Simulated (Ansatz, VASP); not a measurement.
One calculation of PtS2, two programs

```
CELL_PARAMETERS angstrom
3.58900 0.00000 0.00000
-1.79450 3.10817 0.00000
0.00000 0.00000 30.82549
ATOMIC_POSITIONS crystal
S 0.66667 0.33333 0.45831
S 0.33333 0.66667 0.54169
Pt 0.00000 0.00000 0.50000
```

Alike in both runs: task single point; functional PBE; dispersion D3(BJ); k mesh 9 × 9 × 1; occupations gaussian, width 0.02 eV; no spin polarisation.

|  | VASP | Ansatz |
| --- | --- | --- |
| version | VASP 6.6.1 | Ansatz 0.2.0 |
| potentials or method | VASP PAW PBE potentials, release 64 (S, Pt), cutoff 520 eV | scalar-relativistic, plane waves, PAW |
| valence electrons in the cell | 22 | 30 |

```tsv
	VASP	Ansatz	Ansatz less VASP
gap on the k mesh at the Fermi level (eV)	1.73	1.73	0.000
least direct gap on the mesh (eV)	1.82	1.81	-0.002
rms of the force components (eV/Å)	0.402	0.386	-0.0160
```

VASP's potentials hold 22 valence electrons a cell and Ansatz's 30, so a difference there can come from the potentials and not from the codes.

Spin-orbit coupling is off throughout.
